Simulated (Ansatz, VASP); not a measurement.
## Al in VASP and in Ansatz

```
CELL_PARAMETERS angstrom
5.10215 0.00000 0.00000
0.00000 5.10215 0.00000
0.00000 0.00000 5.10215
ATOMIC_POSITIONS crystal
Al 0.00000 0.00000 0.00000
Al 0.50000 0.50000 0.50000
Al 0.25000 0.00000 0.50000
Al 0.75000 0.00000 0.50000
Al 0.50000 0.25000 0.00000
Al 0.50000 0.75000 0.00000
Al 0.00000 0.50000 0.25000
Al 0.00000 0.50000 0.75000
```

Alike in both runs: functional PBEsol; k mesh 5 × 5 × 5; occupations fermi-dirac, width 0.1 eV; no spin polarisation.

Ansatz relaxed the structure, and its values are those at the end. VASP's run is a single point on that final structure, the one shown.

```csv
,VASP,Ansatz
version,VASP 6.6.1,Ansatz 0.2.0
potentials or method,"VASP PAW PBE potentials, release 64 (Al), cutoff 520 eV","plane waves (420 eV) with PAW, scalar-relativistic"
valence electrons in the cell,24,24
```

Ansatz gave:

| Property | Result |
| --- | --- |
| pressure (GPa) | 0.0 |

Q: What did VASP give for the same quantities?

A: Pressure (GPa): 0.1.

VASP's potentials were made for PBE, not for PBEsol, and Ansatz warns of the same on its side. With one functional, cell and mesh, what is left measures potentials, basis and numerics.
